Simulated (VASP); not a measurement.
Input of a VASP 6.6.1 run:

INCAR

```
PREC = Accurate ; ENCUT = 520
EDIFF = 1E-6 ; ISMEAR = -1
SIGMA = 0.02 ; LREAL = False
LASPH = True ; NELM = 60
ALGO = Normal ; ISIF = 2
LWAVE = False ; LCHARG = False
GGA = PE ; NBANDS = 36
```

The input KPOINTS:

```
regular mesh
0
Gamma
  10 10 10
```

POSCAR

```
Ga3PN2
1.0
   -1.7302254522      1.7302254522      7.2275400494
    1.7302254522     -1.7302254522      7.2275400494
    1.7302254522      1.7302254522     -7.2275400494
N Ga P
2 3 1
Direct
    0.1783158233      0.1783158233      0.0000000000
    0.8216841767      0.8216841767      0.0000000000
    0.7500000000      0.2500000000      0.5000000000
    0.3962555068      0.8962555068      0.5000000000
    0.1037444932      0.6037444932      0.5000000000
    0.5000000000      0.5000000000      0.0000000000
```

Potentials or basis: VASP PAW PBE potentials, release 64 (N, Ga_d, P).

Command:

```sh
$ cat potpaw_PBE.64/N/POTCAR potpaw_PBE.64/Ga_d/POTCAR potpaw_PBE.64/P/POTCAR > POTCAR
$ mpirun -np 1 vasp_std > vasp.out
```

Q: Predict the largest force.

A: 0.035 eV/Å.

Q: What does it give for the pressure?

A: 0.1 GPa.

Q: What does it give for the band gap on the k mesh?

A: Zero (bands 27 and 28 overlap by 0.17 eV).

Forces in eV/Å, atoms in the order of the input:
```
N    0.000  0.000  0.005
N    0.000  0.000 -0.005
Ga   0.000  0.000  0.000
Ga   0.000  0.000  0.035
Ga   0.000  0.000 -0.035
P    0.000  0.000  0.000
```

Caveat: semilocal functionals underestimate gaps, and a narrow one can read as zero.
